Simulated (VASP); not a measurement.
# SiO2 (rutile type) (P4_2/mnm) in VASP: further runs

The runs below take SiO2 (rutile type) through single point, with LDA.

All numbers are computed with VASP 6.6.1; they aren't measurements. Logs are shortened: lines on timing, memory, paths and dates and some standing lists are left out, and cuts for length are marked.

### Step 1. The cell of the first run

Symmetry: P4_2/mnm, No. 136, tetragonal system. Conventional cell: a = 3.961 Å, b = 3.961 Å, c = 2.577 Å, α = 90.00°, β = 90.00°, γ = 90.00°. Within 2.3 Å of Si (site symmetry mmm) lie 6 O at 1.69 to 1.70 Å. Within 2.3 Å of O (site symmetry m2m) lie 3 Si at 1.69 to 1.70 Å and 1 O at 2.22 Å.

### Step 2. Single point, LDA (6.74 Å³/atom)

The input, INCAR:

```
PREC = Accurate
ENCUT = 600
EDIFF = 1E-6
ISMEAR = -1
SIGMA = 0.08
LREAL = False
LASPH = True
NELM = 120
ALGO = Normal
ISIF = 2
LWAVE = False
LCHARG = False
NBANDS = 25
GGA_COMPAT = False
```

The input, KPOINTS:

```
Automatic mesh
0
Gamma
  8 8 11
```

The input, POSCAR:

```
SiO2
1.0
    3.9612140014      0.0000000000      0.0000000000
    0.0000000000      3.9612140014      0.0000000000
    0.0000000000      0.0000000000      2.5766485895
Si O
2 4
Direct
    0.0000000000      0.0000000000      0.0000000000
    0.5000000000      0.5000000000      0.5000000000
    0.3020992155      0.3020992155      0.0000000000
    0.6979007845      0.6979007845      0.0000000000
    0.8020992155      0.1979007845      0.5000000000
    0.1979007845      0.8020992155      0.5000000000
```

Potentials or basis: VASP PAW LDA potentials, release 64 (Si, O).

Run with:

```
$ cat potpaw_LDA.64/Si/POTCAR potpaw_LDA.64/O/POTCAR > POTCAR
$ mpirun -np 1 vasp_std > vasp.out
```

OUTCAR:

```text
PREC = Accurate
   ENCUT = 600
   EDIFF = 1E-6
   ISMEAR = -1
   LREAL = False
   LASPH = True
   NELM = 120
   ISIF = 2

 ion  position               nearest neighbor table
   1  0.000  0.000  0.000-   3 1.69   4 1.69   5 1.70   6 1.70   5 1.70   6 1.70   2 3.08   2 3.08
                             2 3.08   2 3.08   2 3.08   2 3.08   2 3.08   2 3.08
   2  0.500  0.500  0.500-   5 1.69   6 1.69   3 1.70   4 1.70   3 1.70   4 1.70   1 3.08   1 3.08
                             1 3.08   1 3.08   1 3.08   1 3.08   1 3.08   1 3.08
   3  0.302  0.302  0.000-   1 1.69   2 1.70   2 1.70
   4  0.698  0.698  0.000-   1 1.69   2 1.70   2 1.70
   5  0.802  0.198  0.500-   2 1.69   1 1.70   1 1.70
   6  0.198  0.802  0.500-   2 1.69   1 1.70   1 1.70

  LATTYP: Found a simple tetragonal cell.
 ALAT       =     3.9612140014
 C/A-ratio  =     0.6504694239

  Lattice vectors:

 A1 = (   3.9612140014,   0.0000000000,   0.0000000000)
 A2 = (   0.0000000000,   3.9612140014,   0.0000000000)
 A3 = (   0.0000000000,   0.0000000000,   2.5766485895)

Analysis of symmetry for initial positions (statically):
=====================================================================
 Subroutine PRICEL returns:
 Original cell was already a primitive cell.

 Routine SETGRP: Setting up the symmetry group for a
 simple tetragonal supercell.

 Subroutine GETGRP returns: Found 16 space group operations
 (whereof  8 operations were pure point group operations)
 out of a pool of 16 trial point group operations.

The static configuration has the point symmetry D_2h.
 The point group associated with its full space group is D_4h.

Analysis of symmetry for dynamics (positions and initial velocities):
=====================================================================
 Subroutine PRICEL returns:
 Original cell was already a primitive cell.

 Routine SETGRP: Setting up the symmetry group for a
 simple tetragonal supercell.

 Subroutine GETGRP returns: Found 16 space group operations
 (whereof  8 operations were pure point group operations)
 out of a pool of 16 trial point group operations.

The dynamic configuration has the point symmetry D_2h.
 The point group associated with its full space group is D_4h.

 Subroutine INISYM returns: Found 16 space group operations
 (whereof  8 operations are pure point group operations),
 and found     1 'primitive' translations

----------------------------------------------------------------------------------------

                                     Primitive cell

  volume of cell :      40.4308

  direct lattice vectors                    reciprocal lattice vectors
     3.961214001  0.000000000  0.000000000     0.252447861  0.000000000  0.000000000
     0.000000000  3.961214001  0.000000000     0.000000000  0.252447861  0.000000000
     0.000000000  0.000000000  2.576648589     0.000000000  0.000000000  0.388101041

  length of vectors
     3.961214001  3.961214001  2.576648589     0.252447861  0.252447861  0.388101041

  position of ions in fractional coordinates (direct lattice)
     0.000000000  0.000000000  0.000000000
     0.500000000  0.500000000  0.500000000
     0.302099216  0.302099216  0.000000000
     0.697900784  0.697900784  0.000000000
     0.802099216  0.197900784  0.500000000
     0.197900784  0.802099216  0.500000000

  ion indices of the primitive-cell ions
   primitive index   ion index
                 1           1
                 2           2
                 3           3
                 4           4
                 5           5
                 6           6

----------------------------------------------------------------------------------------

 KPOINTS: Automatic mesh

Automatic generation of k-mesh.
 Grid dimensions read from file:
 generate k-points for:    8    8   11

 Generating k-lattice:

  Cartesian coordinates                     Fractional coordinates (reciprocal lattice)
     0.031555983  0.000000000  0.000000000     0.125000000  0.000000000  0.000000000
     0.000000000  0.031555983  0.000000000     0.000000000  0.125000000  0.000000000
     0.000000000  0.000000000  0.035281913     0.000000000  0.000000000  0.090909091

  Length of vectors
     0.031555983  0.031555983  0.035281913

  Shift w.r.t. Gamma in fractional coordinates (k-lattice)
     0.000000000  0.000000000  0.000000000

 Subroutine IBZKPT returns following result:
 ===========================================

 Found     90 irreducible k-points:

 Following reciprocal coordinates:
            Coordinates               Weight
  0.000000  0.000000  0.000000      1.000000
  0.125000  0.000000  0.000000      4.000000
  0.250000  0.000000  0.000000      4.000000
  0.375000  0.000000  0.000000      4.000000
  0.500000  0.000000  0.000000      2.000000
  0.125000  0.125000  0.000000      4.000000
[... 16 lines left out ...]
  0.375000  0.125000  0.090909     16.000000
  0.500000  0.125000  0.090909      8.000000
 [... further k-points ...]
   k-points           NKPTS =     90   k-points in BZ     NKDIM =     90   number of bands    NBANDS=     25
   number of dos      NEDOS =    301   number of ions     NIONS =      6
   total plane-waves  NPLWV =  24576
   dimension x,y,z NGX =    32 NGY =   32 NGZ =   24
   dimension x,y,z NGXF=    64 NGYF=   64 NGZF=   48
   ions per type =               2   4
   NGX,Y,Z   is equivalent  to a cutoff of  13.43, 13.43, 15.48 a.u.
   NGXF,Y,Z  is equivalent  to a cutoff of  26.86, 26.86, 30.97 a.u.
 SYSTEM =  unknown system
   PREC   = accura    normal or accurate (medium, high low for compatibility)
   ISTART =      0    job   : 0-new  1-cont  2-samecut
   ICHARG =      2    charge: 1-file 2-atom 10-const
   ISPIN  =      1    spin polarized calculation?
   LNONCOLLINEAR =      F non collinear calculations
   LSORBIT =      F    spin-orbit coupling
   LASPH  =      T    aspherical Exc in radial PAW
   ENCUT  =  600.0 eV  44.10 Ry    6.64 a.u.   7.91  7.91  5.15*2*pi/ulx,y,z
   NELM   =    120;   NELMIN=  2; NELMDL= -5     # of ELM steps
   EDIFF  = 0.1E-05   stopping-criterion for ELM
   LREAL  =      F    real-space projection
   EDIFFG = 0.1E-04   stopping-criterion for IOM
   NSW    =      0    number of steps for IOM
   IBRION =     -1    ionic relax: 0-MD 1-quasi-New 2-CG
   NFREE  =      0    steps in history (QN), initial steepest desc. (CG)
   ISIF   =      2    stress and relaxation
   ISYM   =      2    0-nonsym 1-usesym 2-fastsym
   POTIM  = 0.5000    time-step for ionic-motion
   TEBEG  =    0.0;   TEEND  =   0.0 temperature during run
   PSTRESS=    0.0 pullay stress
   NELECT =      32.0000    total number of electrons
   NUPDOWN=      -1.0000    fix difference up-down
   EMIN   =  10.00;   EMAX   =-10.00  energy-range for DOS
   EFERMI =   0.00;   METHOD = LEGACY
   ISMEAR =    -1;   SIGMA  =   0.08  broadening in eV -4-tet -1-fermi 0-gaus
   EFERMI_NEDOS =   21; number of points for ismear=-14 and -15
   IALGO  =     38    algorithm
   IMIX   =      4    mixing-type and parameters
     AMIX     =   0.40;   BMIX     =  1.00
     AMIX_MAG =   1.60;   BMIX_MAG =  1.00
  volume/ion in A,a.u.               =       6.74        45.47
  Fermi-wavevector in a.u.,A,eV,Ry     =   1.514331  2.861671 31.200869  2.293199
  Thomas-Fermi vector in A             =   2.624003
   LORBIT       =      0    0 simple, 1 ext, 2 COOP (PROOUT), +10 PAW based schemes
   GGA     = CA    functional components
   LHFCALC =     F    Hartree Fock is set to
   AEXX    =    0.0000 exact exchange contribution
   IVDW    =     0    specifies the selected vdW correction
   LEPSILON=     F    determine dielectric tensor
   LRPA    =     F    only Hartree local field effects (RPA)
 non-spin polarized calculation
  energy-cutoff  :      600.00
  volume of cell :       40.43
 maximum number of plane-waves:      1372
 NGX is ok and might be reduce to    32
   NGX = 15   NGY = 15   NGZ = 11

 number of electron      32.0000015 magnetization

 Free energy of the ion-electron system (eV)
  ---------------------------------------------------
  ext. energy  EPLUGINS =         0.00000000
  ---------------------------------------------------
  free energy    TOTEN  =       -51.11897938 eV

  energy without entropy =      -51.11897938  energy(sigma->0) =      -51.11897938

 E-fermi :  11.8295     XC(G=0): -13.4802

 val. band max:       10.2651779366   @ k =   0.0000   0.0000   0.0000
 cond. band min:      16.8946107300   @ k =   0.0000   0.0000   0.0000
 fundamental gap:      6.6294327934
 Fermi energy:        11.8295230729

 k-point     1 :       0.0000    0.0000    0.0000
  band No.  band energies     occupation
      1     -13.7411      2.00000
      2      -9.2481      2.00000
      3      -9.2481      2.00000
      4      -8.6600      2.00000
      5      -1.8045      2.00000
      6       2.4687      2.00000
[... 17 lines left out ...]
     24      26.8432      0.00000
     25      27.3907      0.00000

 k-point     2 :       0.1250    0.0000    0.0000
  band No.  band energies     occupation
      1     -13.6414      2.00000
      2      -9.7629      2.00000
      3      -9.1906      2.00000
      4      -8.3815      2.00000
      5      -1.6976      2.00000
      6       2.4003      2.00000
[... 17 lines left out ...]
     24      26.1633      0.00000
     25      27.3333      0.00000

 k-point     3 :       0.2500    0.0000    0.0000
  band No.  band energies     occupation
      1     -13.3456      2.00000
      2     -10.5920      2.00000
      3      -9.0262      2.00000
      4      -8.2067      2.00000
      5      -1.3875      2.00000
      6       1.4995      2.00000
[... 17 lines left out ...]
     24      25.4393      0.00000
     25      26.8880      0.00000

 k-point     4 :       0.3750    0.0000    0.0000
  band No.  band energies     occupation
      1     -12.8646      2.00000
      2     -11.4425      2.00000
      3      -8.7814      2.00000
      4      -8.2787      2.00000
      5      -0.8918      2.00000
      6       0.5888      2.00000
[... 17 lines left out ...]
     24      25.4888      0.00000
     25      25.8123      0.00000

 k-point     5 :       0.5000    0.0000    0.0000
  band No.  band energies     occupation
      1     -12.2188      2.00000
      2     -12.2188      2.00000
      3      -8.5057      2.00000
      4      -8.5057      2.00000
      5      -0.2246      2.00000
      6      -0.2246      2.00000
[... 17 lines left out ...]
     24      24.4428      0.00000
     25      26.0963      0.00000

 k-point     6 :       0.1250    0.1250    0.0000
  band No.  band energies     occupation
      1     -13.5427      2.00000
      2      -9.9365      2.00000
      3      -9.3459      2.00000
      4      -8.2504      2.00000
      5      -1.5708      2.00000
      6       2.3180      2.00000
[... 17 lines left out ...]
     24      25.7595      0.00000
     25      27.1108      0.00000
[... 393 lines left out ...]
 k-point    21 :       0.1250    0.1250    0.0909
  band No.  band energies     occupation
      1     -13.4167      2.00000
      2      -9.8625      2.00000
      3      -9.2746      2.00000
      4      -8.2455      2.00000
      5      -1.4996      2.00000
      6       2.2403      2.00000
[... 17 lines left out ...]
     24      25.5629      0.00000
     25      26.7346      0.00000

 k-point    22 :       0.2500    0.1250    0.0909
  band No.  band energies     occupation
      1     -13.1269      2.00000
      2     -10.5043      2.00000
      3      -9.1991      2.00000
      4      -8.1997      2.00000
      5      -1.1248      2.00000
      6       1.6229      2.00000
[... 17 lines left out ...]
     24      25.1906      0.00000
     25      25.8399      0.00000

 k-point    23 :       0.3750    0.1250    0.0909
  band No.  band energies     occupation
      1     -12.6573      2.00000
      2     -11.2882      2.00000
      3      -8.9516      2.00000
      4      -8.3600      2.00000
      5      -0.5820      2.00000
      6       0.8440      2.00000
[... 17 lines left out ...]
     24      24.7025      0.00000
     25      25.8690      0.00000

 k-point    24 :       0.5000    0.1250    0.0909
  band No.  band energies     occupation
      1     -12.0308      2.00000
      2     -12.0308      2.00000
      3      -8.6441      2.00000
      4      -8.6441      2.00000
      5       0.0853      2.00000
      6       0.0853      2.00000
[... 17 lines left out ...]
     24      23.9672      0.00000
     25      25.8915      0.00000

 [... further k-points ...]
[... 5 lines left out ...]
  --------------------------------------------------------------------------------------
  -------------------------------------------------------------------------------------
  Total       13.6417426     13.6417426     13.8628980     -0.0000000      0.0000000      0.0000000
  in kB      540.5907754    540.5907754    549.3546533     -0.0000000      0.0000000      0.0000000
  external PRESSURE =     543.5120680 kB  Pullay stress =       0.0000000 kB

 VOLUME and BASIS-vectors are now :
 -----------------------------------------------------------------------------
  energy-cutoff  :      600.00
  volume of cell :       40.43
      direct lattice vectors                 reciprocal lattice vectors
     3.961214001  0.000000000  0.000000000     0.252447861  0.000000000  0.000000000
     0.000000000  3.961214001  0.000000000     0.000000000  0.252447861  0.000000000
     0.000000000  0.000000000  2.576648589     0.000000000  0.000000000  0.388101041

 POSITION                                       TOTAL-FORCE (eV/Angst)
 -----------------------------------------------------------------------------------
      0.00000      0.00000      0.00000         0.000000      0.000000      0.000000
      1.98061      1.98061      1.28832         0.000000      0.000000      0.000000
      1.19668      1.19668      0.00000        -0.016879     -0.016879     -0.000000
      2.76453      2.76453      0.00000         0.016879      0.016879      0.000000
      3.17729      0.78393      1.28832        -0.016879      0.016879      0.000000
      0.78393      3.17729      1.28832         0.016879     -0.016879     -0.000000
 -----------------------------------------------------------------------------------
    total drift:                                0.000000     -0.000000     -0.000000

  FREE ENERGIE OF THE ION-ELECTRON SYSTEM (eV)
  ---------------------------------------------------
  free  energy   TOTEN  =       -51.1189793789 eV

  energy  without entropy=      -51.1189793789  energy(sigma->0) =      -51.11897938
```

Wall time 97 s (1 thread of Intel Xeon 8259CL, shared host); peak memory 0.2 GiB.

Results:

* Free energy: -51.1190 eV
* Pressure: 54.4 GPa
* Largest force: 0.024 eV/Å
* Band gap on the k mesh: 6.63 eV

Forces on the atoms (eV/Å):
```
Si   0.000  0.000  0.000
Si   0.000  0.000  0.000
O   -0.017 -0.017  0.000
O    0.017  0.017  0.000
O   -0.017  0.017  0.000
O    0.017 -0.017  0.000
```

Stress tensor (GPa, compression positive):
```
54.06  0.00  0.00
 0.00 54.06  0.00
 0.00  0.00 54.94
```

Levels at points of the mesh, in eV from the valence-band top:
```tsv
k point	band 12	band 13	band 14	band 15	band 16	band 17	band 18	band 19	band 20	band 21
(0.00, 0.00, 0.00)	-3.69	-2.59	-1.01	-1.01	0.00	6.63	8.13	9.14	9.14	10.94
(0.50, 0.00, 0.00)	-4.74	-3.05	-3.05	-1.19	-1.19	8.93	8.93	9.99	9.99	12.03
(0.50, 0.50, 0.00)	-3.89	-3.29	-3.29	-2.80	-2.80	8.78	8.78	11.04	11.04	14.32
```

Caveat: the cell stands under pressure; an odd mesh through Γ misses points on the zone boundary, where band edges can lie.

(Part 1 of 2 ends here.)
